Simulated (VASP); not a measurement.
# LiF (P6_3mc) in VASP: further runs, part 2 of 2

VASP 6.6.1. Earlier steps stand in the parts before.

**5. Single point, PBE (c/a of the conventional cell at fixed volume 1.4678)**

Contents of INCAR:

```
SYSTEM = LiF
  PREC = Accurate
  ENCUT = 520
  EDIFF = 1E-7
  ISMEAR = 0
  SIGMA = 0.05
  LREAL = .FALSE.
  LASPH = .TRUE.
  NELM = 100
  ALGO = Normal
  ISIF = 2
  LWAVE = .FALSE.
  LCHARG = .FALSE.
  GGA = PE
  NBANDS = 18
```

Contents of KPOINTS:

```
Automatic mesh
0
G
  9 9 6
  0 0 0
```

Contents of POSCAR:

```
LiF
1.0
    3.1955814611      0.0000000000      0.0000000000
   -1.5977907305      2.7674547252      0.0000000000
    0.0000000000      0.0000000000      4.6904744686
Li F
2 2
Direct
    0.3333333333      0.6666666667      0.4218720114
    0.6666666667      0.3333333333      0.9218720114
    0.3333333333      0.6666666667      0.9939266766
    0.6666666667      0.3333333333      0.4939266766
```

Potentials or basis: VASP PAW PBE potentials, release 64 (Li_sv, F).

Run with:

```bash
> cat potpaw_PBE.64/Li_sv/POTCAR potpaw_PBE.64/F/POTCAR > POTCAR
> mpirun -np 1 vasp_std > vasp.out
```

OUTCAR:

```text
SYSTEM = LiF
   PREC = Accurate
   ENCUT = 520
   EDIFF = 1E-7
   ISMEAR = 0
   LREAL = .FALSE.
   LASPH = .TRUE.
   NELM = 100
   ISIF = 2
   GGA = PE

 ion  position               nearest neighbor table
   1  0.333  0.667  0.422-   4 1.88   4 1.88   4 1.88   3 2.01
   2  0.667  0.333  0.922-   3 1.88   3 1.88   3 1.88   4 2.01
   3  0.333  0.667  0.994-   2 1.88   2 1.88   2 1.88   1 2.01
   4  0.667  0.333  0.494-   1 1.88   1 1.88   1 1.88   2 2.01

  LATTYP: Found a hexagonal cell.
 ALAT       =     3.1955814611
 C/A-ratio  =     1.4678000000

  Lattice vectors:

 A1 = (   3.1955814611,   0.0000000000,   0.0000000000)
 A2 = (  -1.5977907305,   2.7674547252,   0.0000000000)
 A3 = (   0.0000000000,   0.0000000000,   4.6904744686)

Analysis of symmetry for initial positions (statically):
=====================================================================
 Subroutine PRICEL returns:
 Original cell was already a primitive cell.

 Routine SETGRP: Setting up the symmetry group for a
 hexagonal supercell.

 Subroutine GETGRP returns: Found 12 space group operations
 (whereof  6 operations were pure point group operations)
 out of a pool of 24 trial point group operations.

The static configuration has the point symmetry C_3v.
 The point group associated with its full space group is C_6v.

Analysis of symmetry for dynamics (positions and initial velocities):
=====================================================================
 Subroutine PRICEL returns:
 Original cell was already a primitive cell.

 Routine SETGRP: Setting up the symmetry group for a
 hexagonal supercell.

 Subroutine GETGRP returns: Found 12 space group operations
 (whereof  6 operations were pure point group operations)
 out of a pool of 24 trial point group operations.

The dynamic configuration has the point symmetry C_3v.
 The point group associated with its full space group is C_6v.

 Subroutine INISYM returns: Found 12 space group operations
 (whereof  6 operations are pure point group operations),
 and found     1 'primitive' translations

----------------------------------------------------------------------------------------

                                     Primitive cell

  volume of cell :      41.4808

  direct lattice vectors                    reciprocal lattice vectors
     3.195581461  0.000000000  0.000000000     0.312932095  0.180671429  0.000000000
    -1.597790731  2.767454725  0.000000000     0.000000000  0.361342858  0.000000000
     0.000000000  0.000000000  4.690474469     0.000000000  0.000000000  0.213198048

  length of vectors
     3.195581461  3.195581461  4.690474469     0.361342858  0.361342858  0.213198048

  position of ions in fractional coordinates (direct lattice)
     0.333333333  0.666666667  0.421872011
     0.666666667  0.333333333  0.921872011
     0.333333333  0.666666667  0.993926677
     0.666666667  0.333333333  0.493926677

  ion indices of the primitive-cell ions
   primitive index   ion index
                 1           1
                 2           2
                 3           3
                 4           4

----------------------------------------------------------------------------------------

[... 26 lines left out ...]
  0.000000  0.000000  0.000000      1.000000
  0.111111  0.000000  0.000000      6.000000
  0.222222 -0.000000  0.000000      6.000000
  0.333333  0.000000  0.000000      6.000000
  0.444444 -0.000000  0.000000      6.000000
  0.111111  0.111111  0.000000      6.000000
[... 16 lines left out ...]
  0.333333  0.222222  0.166667     24.000000
  0.333333  0.333333  0.166667      4.000000
 [... further k-points ...]
   k-points           NKPTS =     48   k-points in BZ     NKDIM =     48   number of bands    NBANDS=     18
   number of dos      NEDOS =    301   number of ions     NIONS =      4
   total plane-waves  NPLWV =  20736
   dimension x,y,z NGX =    24 NGY =   24 NGZ =   36
   dimension x,y,z NGXF=    48 NGYF=   48 NGZF=   72
   ions per type =               2   2
   NGX,Y,Z   is equivalent  to a cutoff of  12.49, 12.49, 12.76 a.u.
   NGXF,Y,Z  is equivalent  to a cutoff of  24.97, 24.97, 25.52 a.u.
 SYSTEM =  LiF
   PREC   = accura    normal or accurate (medium, high low for compatibility)
   ISTART =      0    job   : 0-new  1-cont  2-samecut
   ICHARG =      2    charge: 1-file 2-atom 10-const
   ISPIN  =      1    spin polarized calculation?
   LNONCOLLINEAR =      F non collinear calculations
   LSORBIT =      F    spin-orbit coupling
   LASPH  =      T    aspherical Exc in radial PAW
   ENCUT  =  520.0 eV  38.22 Ry    6.18 a.u.   5.94  5.94  8.72*2*pi/ulx,y,z
   NELM   =    100;   NELMIN=  2; NELMDL= -5     # of ELM steps
   EDIFF  = 0.1E-06   stopping-criterion for ELM
   LREAL  =      F    real-space projection
   EDIFFG = 0.1E-05   stopping-criterion for IOM
   NSW    =      0    number of steps for IOM
   IBRION =     -1    ionic relax: 0-MD 1-quasi-New 2-CG
   NFREE  =      0    steps in history (QN), initial steepest desc. (CG)
   ISIF   =      2    stress and relaxation
   ISYM   =      2    0-nonsym 1-usesym 2-fastsym
   POTIM  = 0.5000    time-step for ionic-motion
   TEBEG  =    0.0;   TEEND  =   0.0 temperature during run
   PSTRESS=    0.0 pullay stress
   NELECT =      20.0000    total number of electrons
   NUPDOWN=      -1.0000    fix difference up-down
   EMIN   =  10.00;   EMAX   =-10.00  energy-range for DOS
   EFERMI =   0.00;   METHOD = LEGACY
   ISMEAR =     0;   SIGMA  =   0.05  broadening in eV -4-tet -1-fermi 0-gaus
   EFERMI_NEDOS =   21; number of points for ismear=-14 and -15
   IALGO  =     38    algorithm
   IMIX   =      4    mixing-type and parameters
     AMIX     =   0.40;   BMIX     =  1.00
     AMIX_MAG =   1.60;   BMIX_MAG =  1.00
  volume/ion in A,a.u.               =      10.37        69.98
  Fermi-wavevector in a.u.,A,eV,Ry     =   1.283716  2.425872 22.421420  1.647928
  Thomas-Fermi vector in A             =   2.415953
   LORBIT       =      0    0 simple, 1 ext, 2 COOP (PROOUT), +10 PAW based schemes
   GGA     = PE    functional components
   LHFCALC =     F    Hartree Fock is set to
   AEXX    =    0.0000 exact exchange contribution
   IVDW    =     0    specifies the selected vdW correction
   LEPSILON=     F    determine dielectric tensor
   LRPA    =     F    only Hartree local field effects (RPA)
 non-spin polarized calculation
 Gauss-broadening in eV      SIGMA  =   0.05
  energy-cutoff  :      520.00
  volume of cell :       41.48
 maximum number of plane-waves:      1130
 NGX is ok and might be reduce to    24

 number of electron      20.0000032 magnetization

 Free energy of the ion-electron system (eV)
  ---------------------------------------------------
  ext. energy  EPLUGINS =         0.00000000
  ---------------------------------------------------
  free energy    TOTEN  =       -19.26880170 eV

  energy without entropy =      -19.26880170  energy(sigma->0) =      -19.26880170

 E-fermi :  -2.1965     XC(G=0):  -8.6528

 val. band max:       -2.4243151510   @ k =   0.0000   0.0000   0.0000
 cond. band min:       4.9275078043   @ k =   0.0000   0.0000   0.0000
 fundamental gap:      7.3518229553
 Fermi energy:        -2.1964959607

 k-point     1 :       0.0000    0.0000    0.0000
  band No.  band energies     occupation
      1     -43.2726      2.00000
      2     -43.2369      2.00000
      3     -22.0139      2.00000
      4     -21.6864      2.00000
      5      -4.7681      2.00000
      6      -3.2354      2.00000
[... 481 lines left out ...]
      5      -4.5843      2.00000
      6      -3.7253      2.00000
[... 10 lines left out ...]
     17      15.5145      0.00000
     18      17.8146      0.00000

 [... further k-points ...]

------------------------ aborting loop because EDIFF is reached ----------------------------------------

  FORCE on cell =-STRESS in cart. coord.  units (eV):
  Direction    XX          YY          ZZ          XY          YZ          ZX
  --------------------------------------------------------------------------------------
  -------------------------------------------------------------------------------------
  Total       -0.0534612     -0.0534612     -0.4900898     -0.0000000      0.0000000     -0.0000000
  in kB       -2.0649145     -2.0649145    -18.9294963     -0.0000000      0.0000000     -0.0000000
  external PRESSURE =      -7.6864418 kB  Pullay stress =       0.0000000 kB

 VOLUME and BASIS-vectors are now :
 -----------------------------------------------------------------------------
  energy-cutoff  :      520.00
  volume of cell :       41.48
      direct lattice vectors                 reciprocal lattice vectors
     3.195581461  0.000000000  0.000000000     0.312932095  0.180671429  0.000000000
    -1.597790731  2.767454725  0.000000000     0.000000000  0.361342858  0.000000000
     0.000000000  0.000000000  4.690474469     0.000000000  0.000000000  0.213198048

 POSITION                                       TOTAL-FORCE (eV/Angst)
 -----------------------------------------------------------------------------------
     -0.00000      1.84497      1.97878        -0.000000      0.000000     -0.159388
      1.59779      0.92248      4.32402         0.000000     -0.000000     -0.159388
     -0.00000      1.84497      4.66199        -0.000000      0.000000      0.159388
      1.59779      0.92248      2.31675         0.000000     -0.000000      0.159388
 -----------------------------------------------------------------------------------
    total drift:                                0.000002      0.000004     -0.000995

  FREE ENERGIE OF THE ION-ELECTRON SYSTEM (eV)
  ---------------------------------------------------
  free  energy   TOTEN  =       -19.2688017013 eV

  energy  without entropy=      -19.2688017013  energy(sigma->0) =      -19.26880170
```

stdout:

```text
POSCAR found type information on POSCAR LiF
 POSCAR found :  2 types and       4 ions
 scaLAPACK will be used
 LDA part: xc-table for (Slater+PW92), standard interpolation
 POSCAR, INCAR and KPOINTS ok, starting setup
 FFT: planning ... GRIDC
 FFT: planning ... GRID_SOFT
 FFT: planning ... GRID
 WAVECAR not read
 entering main loop
```

Run time: 29 s. Hardware: 1 thread of AMD EPYC 9R45 (Zen 5), shared host; peak memory 0.13 GiB.

What came out:

- Free energy: -19.2688 eV
- Largest force: 0.159 eV/Å
- Band gap on the k mesh: 7.35 eV, direct

Forces in eV/Å, atoms in the order of the input:
```
Li   0.000  0.000 -0.159
Li   0.000  0.000 -0.159
F    0.000  0.000  0.159
F    0.000  0.000  0.159
```

Caveat: the cutoff is under 1.25 times the usual one of these potentials, so pressure, stress and relaxed cells hold a basis-set (Pulay) error. A k mesh can miss the band edges.

**6. Overview**

| cell | gap on the mesh (eV) | largest force (eV/Å) |
| --- | --- | --- |
| a = 3.143, b = 3.143, c = 4.850 Å, angles 90.0, 90.0, 120.0°, 4 atoms | 7.43 | 0.22 |
| a = 3.062, b = 3.062, c = 5.109 Å, angles 90.0, 90.0, 120.0°, 4 atoms | 7.55 | 0.61 |
| a = 3.196, b = 3.196, c = 4.690 Å, angles 90.0, 90.0, 120.0°, 4 atoms | 7.35 | 0.16 |

Some of these runs hold the atoms at other places in the same cell, which the table doesn't show; runs alike in all that it shows share one row.

Alike in all rows: task single point; level PBE; potentials or basis VASP PAW PBE potentials, release 64 (Li_sv, F); no spin polarisation; k mesh 9 × 9 × 6; cutoff (eV) 520; smearing gaussian 0.05 eV.

Caveats: the cutoff is under 1.25 times the usual one of these potentials, so pressure, stress and relaxed cells hold a basis-set (Pulay) error.

Absolute energies hang on the potentials; compare differences alone.
